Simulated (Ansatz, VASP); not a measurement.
**One calculation of Si5F, two programs**

INCAR

```
SYSTEM = Si5F
ALGO     = Normal         ! electronic algorithm
EDIFF    = 1E-6           ! SCF threshold, eV
EDIFFG   = -0.04          ! ionic threshold
ENCUT    = 600            ! plane-wave cutoff, eV
GGA      = PE             ! functional
IBRION   = 2              ! ionic algorithm
ISIF     = 3              ! what is computed and relaxed
ISMEAR   = 0              ! smearing method
ISPIN    = 2              ! spin polarisation
LASPH    = .True.         ! aspherical terms in the spheres
LCHARG   = .False.        ! write CHGCAR
LORBIT   = 11             ! projections on sites
LREAL    = .False.        ! projectors in reciprocal space
LWAVE    = .False.        ! write WAVECAR
MAGMOM   = 0 0 0 0 0 1    ! initial moments
NELM     = 150            ! most SCF steps
NSW      = 90             ! ionic steps
PREC     = Accurate       ! precision mode
SIGMA    = 0.1            ! smearing width, eV
```

File KPOINTS:

```
k-points
0
Gamma
  6 6 2
  0 0 0
```

The input POSCAR:

```
Si5F
1.0
    2.8730201800      0.0000000000      0.0000000000
   -1.4365100900      2.4881084700      0.0000000000
    0.0000000000      0.0000000000     14.7469713100
Si F
5 1
Direct
    0.6666666700      0.3333333300      0.8184250000
    0.3333333300      0.6666666700      0.6598208500
    0.6666666700      0.3333333300      0.5000000000
    0.3333333300      0.6666666700      0.3401791500
    0.6666666700      0.3333333300      0.1815750000
    0.3333333300      0.6666666700      0.0000000000
```

Input for Ansatz:

```yaml
crystal:
  lattice:
    - [2.87302018, 0.0, 0.0]
    - [-1.43651009, 2.48810847, 0.0]
    - [0.0, 0.0, 14.74697131]
  atoms:
    - { symbol: Si, position: [0.66666667, 0.33333333, 0.818425] }
    - { symbol: Si, position: [0.33333333, 0.66666667, 0.65982085] }
    - { symbol: Si, position: [0.66666667, 0.33333333, 0.5] }
    - { symbol: Si, position: [0.33333333, 0.66666667, 0.34017915] }
    - { symbol: Si, position: [0.66666667, 0.33333333, 0.181575] }
    - { symbol: F, position: [0.33333333, 0.66666667, 0.0], spin: 1.0 }
basis:
  ecutwfc: 420
kpoints:
  mp_grid: { grid: [6, 6, 2] }
hamiltonian:
  xc: pbe
scf:
  occupations: { method: gaussian, width: 0.1 }
  lower_state_search: "off"
output:
  forces: true
  stress: true
  eigenvalues: true
  populations: true
magnetization:
  spin_polarized: true
relax:
  adjacent_minimum: "off"
  f_tol: 0.04
  max_steps: 70
  cell: { stress_tol: 0.4 }
```

Change from the starting cell: species swapped into the CeMg5 type (P-6m2, No. 187).

Alike in both runs: task relaxation of cell and atoms; functional PBE; k mesh 6 × 6 × 2; occupations gaussian, width 0.1 eV; collinear spin.

|  | VASP | Ansatz |
| --- | --- | --- |
| version | VASP 6.6.1 | Ansatz 0.2.0 |
| potentials or method | VASP PAW PBE potentials, release 64 (Si, F), cutoff 600 eV | scalar-relativistic, plane waves, PAW |
| valence electrons in the cell | 27 | 27 |

Ansatz gave:

* gap on the k mesh at the Fermi level, each at its own relaxed structure (eV): none
* net moment per atom (μB): 0.00
* relaxed volume (Å³/atom): 14.18
* relaxed cell length with the largest relative difference (Å): 2.881

Which values does VASP return?

gap on the k mesh at the Fermi level, each at its own relaxed structure (eV): none; net moment per atom (μB): 0.00; relaxed volume (Å³/atom): 14.17; relaxed cell length with the largest relative difference (Å): 2.879.

A gap of «none» marks a metal or a gap that the smearing closes. Ansatz's warnings: seeded moment not kept.

The k mesh is coarse, so the values compare programs but aren't converged. Noted on VASP's run: the volume moved by over 15 % at a fixed basis, so the end points are rough.
